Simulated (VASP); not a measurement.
# InAs (Fm-3m) in VASP: single point with PBE0

Aim: the single point of InAs with PBE0.

Everything below comes from runs of VASP 6.6.1. Logs are shortened: lines on timing, memory, paths and dates and some standing lists are left out, and cuts for length are marked.

### Step 1. The cell of the first run

It takes space group Fm-3m (No. 225, cubic). Conventional cell: a = 5.755 Å, b = 5.755 Å, c = 5.755 Å, α = 90.00°, β = 90.00°, γ = 90.00°. Within 3.8 Å of In (site symmetry m-3m) lie 6 As at 2.88 Å. As (site symmetry m-3m) has 6 In at 2.88 Å within 3.8 Å.

### Step 2. Single point, PBE0, non-collinear spin, zero start, spin-orbit coupling

Input file POSCAR:

```
InAs
1.0
    0.0000000000      2.8773040000      2.8773040000
    2.8773040000      0.0000000000      2.8773040000
    2.8773040000      2.8773040000      0.0000000000
In As
1 1
Direct
    0.5000000000      0.5000000000      0.5000000000
    0.0000000000      0.0000000000      0.0000000000
```

Input file INCAR.step1:

```
PREC = Accurate
ENCUT = 400
EDIFF = 1E-5
ISMEAR = -1
SIGMA = 0.05
LREAL = False
LASPH = True
NELM = 200
ALGO = Normal
ISIF = 2
LWAVE = True
LCHARG = False
MAGMOM = 0 0 0 0 0 0
LORBIT = 11
LSORBIT = True
GGA_COMPAT = False
LORBMOM = True
GGA = PE
NBANDS = 40
```

Input file INCAR.step2:

```
PREC = Accurate
ENCUT = 400
EDIFF = 1E-6
ISMEAR = -1
SIGMA = 0.05
LREAL = False
LASPH = True
NELM = 200
ALGO = Normal
ISIF = 2
LWAVE = False
LCHARG = False
MAGMOM = 0 0 0 0 0 0
LORBIT = 11
LSORBIT = True
GGA_COMPAT = False
LORBMOM = True
GGA = PE
LHFCALC = True
AEXX = 0.25
PRECFOCK = Normal
ISTART = 1
NBANDS = 40
```

Input file KPOINTS:

```
Automatic mesh
0
Gamma
  4 4 4
```

Potentials or basis: VASP PAW PBE potentials, release 64 (In_d, As_d).

Run with:

```console
> cat potpaw_PBE.64/In_d/POTCAR potpaw_PBE.64/As_d/POTCAR > POTCAR
> cp INCAR.step1 INCAR
> mpirun -np 1 vasp_ncl > vasp.out
> cp INCAR.step2 INCAR
> mpirun -np 1 vasp_ncl > vasp.out
```

OUTCAR:

```text
PREC = Accurate
   ENCUT = 400
   EDIFF = 1E-6
   ISMEAR = -1
   LREAL = False
   LASPH = True
   NELM = 200
   ISIF = 2
   LORBIT = 11
   LSORBIT = True
   GGA = PE
   LHFCALC = True
   AEXX = 0.25
   PRECFOCK = Normal
   ISTART = 1

 ion  position               nearest neighbor table
   1  0.500  0.500  0.500-   2 2.88   2 2.88   2 2.88   2 2.88   2 2.88   2 2.88
   2  0.000  0.000  0.000-   1 2.88   1 2.88   1 2.88   1 2.88   1 2.88   1 2.88

  LATTYP: Found a face centered cubic cell.
 ALAT       =     5.7546080000

  Lattice vectors:

 A1 = (   0.0000000000,   2.8773040000,   2.8773040000)
 A2 = (   2.8773040000,   0.0000000000,   2.8773040000)
 A3 = (   2.8773040000,   2.8773040000,   0.0000000000)

Analysis of symmetry for initial positions (statically):
=====================================================================
 Subroutine PRICEL returns:
 Original cell was already a primitive cell.

 Routine SETGRP: Setting up the symmetry group for a
 face centered cubic supercell.

 Subroutine GETGRP returns: Found 48 space group operations
 (whereof 48 operations were pure point group operations)
 out of a pool of 48 trial point group operations.

The static configuration has the point symmetry O_h .

Analysis of symmetry for dynamics (positions and initial velocities):
=====================================================================
 Subroutine PRICEL returns:
 Original cell was already a primitive cell.

 Routine SETGRP: Setting up the symmetry group for a
 face centered cubic supercell.

 Subroutine GETGRP returns: Found 48 space group operations
 (whereof 48 operations were pure point group operations)
 out of a pool of 48 trial point group operations.

The dynamic configuration has the point symmetry O_h .

Analysis of structural, dynamic, and magnetic symmetry:
=====================================================================
 Subroutine PRICEL returns:
 Original cell was already a primitive cell.

 Routine SETGRP: Setting up the symmetry group for a
 face centered cubic supercell.

 Subroutine GETGRP returns: Found 48 space group operations
 (whereof 48 operations were pure point group operations)
 out of a pool of 48 trial point group operations.

The overall configuration has the point symmetry O_h .

 Subroutine INISYM returns: Found 48 space group operations
 (whereof 48 operations are pure point group operations),
 and found     1 'primitive' translations

----------------------------------------------------------------------------------------

                                     Primitive cell

  volume of cell :      47.6417

  direct lattice vectors                    reciprocal lattice vectors
     0.000000000  2.877304000  2.877304000    -0.173773783  0.173773783  0.173773783
     2.877304000  0.000000000  2.877304000     0.173773783 -0.173773783  0.173773783
     2.877304000  2.877304000  0.000000000     0.173773783  0.173773783 -0.173773783

  length of vectors
     4.069122340  4.069122340  4.069122340     0.300985021  0.300985021  0.300985021

  position of ions in fractional coordinates (direct lattice)
     0.500000000  0.500000000  0.500000000
     0.000000000  0.000000000  0.000000000

  ion indices of the primitive-cell ions
   primitive index   ion index
                 1           1
                 2           2

----------------------------------------------------------------------------------------

 KPOINTS: Automatic mesh

Automatic generation of k-mesh.
 Grid dimensions read from file:
 generate k-points for:    4    4    4

 Generating k-lattice:

[... 82 lines left out ...]
   LRPA    =     F    only Hartree local field effects (RPA)
  energy-cutoff  :      400.00
  volume of cell :       47.64
 maximum number of plane-waves:      1786
 NGX is ok and might be reduce to    28
  NGX = 20; NGY = 20; NGZ = 20

 number of electron      27.9999996 magnetization      -0.0000001     -0.0000000     -0.0000002

 number of electron      27.9999996 magnetization       0.0000002      0.0000004      0.0000005

 Free energy of the ion-electron system (eV)
  ---------------------------------------------------
  ext. energy  EPLUGINS =         0.00000000
  ---------------------------------------------------
  free energy    TOTEN  =        -9.35500458 eV

  energy without entropy =       -9.35498186  energy(sigma->0) =       -9.35499322

 E-fermi :   5.1835     XC(G=0):  -8.2072

 val. band max:        4.6988612249   @ k =   0.2500   0.0000   0.0000
 cond. band min:       5.6179798302   @ k =   0.5000   0.0000   0.0000
 fundamental gap:      0.9191186053
 Fermi energy:         5.1834880014

 k-point     1 :       0.0000    0.0000    0.0000
  band No.  band energies     occupation
      1     -34.3492      1.00000
      2     -34.3492      1.00000
      3     -34.3492      1.00000
      4     -34.3492      1.00000
      5     -33.6285      1.00000
      6     -33.6285      1.00000
[... 333 lines left out ...]
     39      17.1442      0.00000
     40      17.1442      0.00000

------------------------ aborting loop because EDIFF is reached ----------------------------------------

  FORCE on cell =-STRESS in cart. coord.  units (eV):
  Direction    XX          YY          ZZ          XY          YZ          ZX
  --------------------------------------------------------------------------------------
  -------------------------------------------------------------------------------------
  Total       -0.6738277     -0.6738277     -0.6738277      0.0000000     -0.0000000      0.0000000
  in kB      -22.6606405    -22.6606405    -22.6606405      0.0000000     -0.0000000      0.0000000
  external PRESSURE =     -22.6606405 kB  Pullay stress =       0.0000000 kB

 VOLUME and BASIS-vectors are now :
 -----------------------------------------------------------------------------
  energy-cutoff  :      400.00
  volume of cell :       47.64
      direct lattice vectors                 reciprocal lattice vectors
     0.000000000  2.877304000  2.877304000    -0.173773783  0.173773783  0.173773783
     2.877304000  0.000000000  2.877304000     0.173773783 -0.173773783  0.173773783
     2.877304000  2.877304000  0.000000000     0.173773783  0.173773783 -0.173773783

 POSITION                                       TOTAL-FORCE (eV/Angst)
 -----------------------------------------------------------------------------------
      2.87730      2.87730      2.87730         0.000000      0.000000     -0.000000
      0.00000      0.00000      0.00000         0.000000     -0.000000      0.000000
 -----------------------------------------------------------------------------------
    total drift:                                0.000002      0.000001      0.000001

  FREE ENERGIE OF THE ION-ELECTRON SYSTEM (eV)
  ---------------------------------------------------
  free  energy   TOTEN  =        -9.3550045755 eV

  energy  without entropy=       -9.3549818608  energy(sigma->0) =       -9.35499322

 orbital moment (x)

 # of ion     p       d       tot
 ----------------------------------------
  1         0.000  -0.000  -0.000
  2         0.000   0.000   0.000
 ----------------------------------------
            0.000  -0.000   0.000

 orbital moment (y)

 # of ion     p       d       tot
 ----------------------------------------
  1         0.000  -0.000  -0.000
  2         0.000   0.000   0.000
 ----------------------------------------
            0.000  -0.000   0.000

 orbital moment (z)

 # of ion     p       d       tot
 ----------------------------------------
  1         0.000  -0.000  -0.000
  2        -0.000   0.000  -0.000
 ----------------------------------------
            0.000  -0.000  -0.000

 Spin-Orbit-Coupling matrix elements

 Ion:    1  E_soc:     -0.0610210
 l=   1
     0.0000000    -0.0044140    -0.0044140
    -0.0044140     0.0000000    -0.0044140
    -0.0044140    -0.0044140     0.0000000
 l=   2
     0.0000000    -0.0011984     0.0000000    -0.0011984    -0.0045578
    -0.0011984     0.0000000    -0.0034184    -0.0011984    -0.0011395
     0.0000000    -0.0034184     0.0000000    -0.0034184     0.0000000
    -0.0011984    -0.0011984    -0.0034184     0.0000000    -0.0011395
    -0.0045578    -0.0011395     0.0000000    -0.0011395     0.0000000
 l=   3
     0.0000000     0.0000000     0.0000000     0.0000000     0.0000000     0.0000000     0.0000000
     0.0000000     0.0000000     0.0000000     0.0000000     0.0000000     0.0000000     0.0000000
     0.0000000     0.0000000     0.0000000     0.0000000     0.0000000     0.0000000     0.0000000
     0.0000000     0.0000000     0.0000000     0.0000000     0.0000000     0.0000000     0.0000000
     0.0000000     0.0000000     0.0000000     0.0000000     0.0000000     0.0000000     0.0000000
     0.0000000     0.0000000     0.0000000     0.0000000     0.0000000     0.0000000     0.0000000
     0.0000000     0.0000000     0.0000000     0.0000000     0.0000000     0.0000000     0.0000000

 Ion:    2  E_soc:     -0.0448728
 l=   1
     0.0000000    -0.0065901    -0.0065901
    -0.0065901     0.0000000    -0.0065901
    -0.0065901    -0.0065901     0.0000000
 l=   2
     0.0000000    -0.0001791     0.0000000    -0.0001791    -0.0007096
    -0.0001791     0.0000000    -0.0005322    -0.0001791    -0.0001774
     0.0000000    -0.0005322     0.0000000    -0.0005322     0.0000000
    -0.0001791    -0.0001791    -0.0005322     0.0000000    -0.0001774
    -0.0007096    -0.0001774     0.0000000    -0.0001774     0.0000000
 l=   3
     0.0000000     0.0000000     0.0000000     0.0000000     0.0000000     0.0000000     0.0000000
     0.0000000     0.0000000     0.0000000     0.0000000     0.0000000     0.0000000     0.0000000
     0.0000000     0.0000000     0.0000000     0.0000000     0.0000000     0.0000000     0.0000000
     0.0000000     0.0000000     0.0000000     0.0000000     0.0000000     0.0000000     0.0000000
     0.0000000     0.0000000     0.0000000     0.0000000     0.0000000     0.0000000     0.0000000
     0.0000000     0.0000000     0.0000000     0.0000000     0.0000000     0.0000000     0.0000000
     0.0000000     0.0000000     0.0000000     0.0000000     0.0000000     0.0000000     0.0000000

 total charge

# of ion       s       p       d       tot
------------------------------------------
    1        0.845   0.544   9.904  11.292
    2        1.520   2.119  10.015  13.654
--------------------------------------------------
tot          2.364   2.662  19.919  24.946

 magnetization (x)

# of ion       s       p       d       tot
------------------------------------------
    1       -0.000   0.000  -0.000  -0.000
    2        0.000   0.000   0.000   0.000
--------------------------------------------------
tot         -0.000   0.000  -0.000  -0.000

 magnetization (y)

# of ion       s       p       d       tot
------------------------------------------
    1       -0.000   0.000   0.000   0.000
    2       -0.000   0.000   0.000   0.000
--------------------------------------------------
tot         -0.000   0.000   0.000   0.000

 magnetization (z)

# of ion       s       p       d       tot
------------------------------------------
    1       -0.000   0.000   0.000  -0.000
    2        0.000   0.000   0.000   0.000
--------------------------------------------------
tot         -0.000   0.000   0.000  -0.000
```

It took 52 min on 1 thread of Intel Xeon Platinum 8259CL at 2.50GHz (Skylake/Cascade Lake), shared host; peak memory 0.26 GiB.

Results:

```
Free energy                                           : -9.3550 eV
Pressure                                              : -2.3 GPa
Net moment                                            : 0.00 μB per cell
Valence electrons inside the program's atomic spheres : In 11.29; As 13.65
```

Moments on the atoms (μB; x, y, z):
```
In  0.00 0.00 0.00
As  0.00 0.00 0.00
```

Caveat: the k points lie up to 0.47 Å⁻¹ apart; the PAW data sets were made with another functional, which shifts forces and pressure a little.
